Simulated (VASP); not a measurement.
The system is KF.

```xyz
2
Lattice="3.2266 0.0000 0.0000 0.0000 3.2266 0.0000 0.0000 0.0000 3.1789" Properties=species:S:1:pos:R:3 pbc="T T T"
K     0.0000    0.0000    0.0000
F     1.6133    1.6133    1.5894
```

This cell differs from its parent crystal: biaxial xy strain +1.5%.

Base run:

| Item | Value |
| --- | --- |
| Program | VASP 6.6.1 |
| Functional | HSE06 |
| Potentials or basis | VASP PAW PBE potentials, release 64 (K_sv, F) |
| Cutoff | 520 eV |
| k mesh | 6 × 6 × 6 |
| Occupations | gaussian, width 0.01 eV |
| Spin | no spin polarisation |

Its results: band gap on the k mesh 8.62 eV (least direct gap 8.66 eV); pressure 0.5 GPa.

The run is repeated on the same cell with these changes: functional from HSE06 to r2SCAN; k mesh from 6 × 6 × 6 to 8 × 8 × 8. What comes out?

Band gap on the k mesh 7.45 eV (least direct gap 7.49 eV); pressure -1.2 GPa.

Several settings changed at once.

Caveats: the structure was generated, so it needn't be the stable form of KF; the PAW data sets were made with another functional, which shifts forces and pressure a little.

A k mesh can miss the band edges.
